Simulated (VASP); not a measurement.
Set up this calculation in VASP 6.6.1, as the native input.

| Property | Result |
| --- | --- |
| Task | single point |
| Functional | r2SCAN |
| Potentials or basis | VASP PAW PBE potentials, release 64 (Ru_pv) |
| Cutoff | 520 eV |
| k mesh | 16 × 16 × 16 |
| Occupations | fermi-dirac, width 0.1 eV |
| Spin | no spin polarisation |
| Dipole correction | no |
| Further INCAR settings | ALGO = Normal; EDIFF = 1e-06; NBANDS = 13 |

The system is Ru.

```xyz
1
Lattice="0.0000 1.8142 1.8142 1.8142 0.0000 1.8142 1.8142 1.8142 0.0000" Properties=species:S:1:pos:R:3 pbc="T T T"
Ru    0.0000    0.0000    0.0000
```

This cell differs from its parent crystal: volume scaled by 0.88.

These files were run (other wordings do the same):

POSCAR

```
Ru
1.0
    0.0000000000      1.8142364597      1.8142364597
    1.8142364597      0.0000000000      1.8142364597
    1.8142364597      1.8142364597      0.0000000000
Ru
1
Direct
    0.0000000000      0.0000000000      0.0000000000
```

INCAR.step1

```
SYSTEM = Ru
  PREC = Accurate
  ENCUT = 520
  ISMEAR = -1
  SIGMA = 0.1
  LREAL = .FALSE.
  LASPH = .TRUE.
  NELM = 80
  NBANDS = 13
  GGA = PE
  ALGO = Normal
  EDIFF = 1E-4
  LWAVE = .TRUE.
  LCHARG = .FALSE.
```

INCAR.step2

```
SYSTEM = Ru
  PREC = Accurate
  ENCUT = 520
  EDIFF = 1E-6
  ISMEAR = -1
  SIGMA = 0.1
  LREAL = .FALSE.
  LASPH = .TRUE.
  NELM = 80
  ALGO = Normal
  ISIF = 2
  LWAVE = .FALSE.
  LCHARG = .FALSE.
  METAGGA = R2SCAN
  LMIXTAU = .TRUE.
  NBANDS = 13
  ISTART = 1
```

KPOINTS

```
Automatic mesh
0
G
  16 16 16
  0 0 0
```

Potentials or basis: VASP PAW PBE potentials, release 64 (Ru_pv).

Command:

```console
$ cat potpaw_PBE.64/Ru_pv/POTCAR > POTCAR
$ cp INCAR.step1 INCAR
$ mpirun -np 1 vasp_std > vasp.out
$ cp INCAR.step2 INCAR
$ mpirun -np 1 vasp_std > vasp.out
```

It gave:

```
Pressure               : 59.6 GPa
Band gap on the k mesh : zero (band 7 reaches 18.03 eV, above the bottom of band 8 at 13.41 eV)
```

Caveat: the PAW data sets were made with another functional, which shifts forces and pressure a little.

It took 65 s on 1 thread of Intel(R) Xeon(R) Platinum 8259CL CPU @ 2.50GHz (Skylake/Cascade Lake) (shared host), peak memory 0.14 GiB.
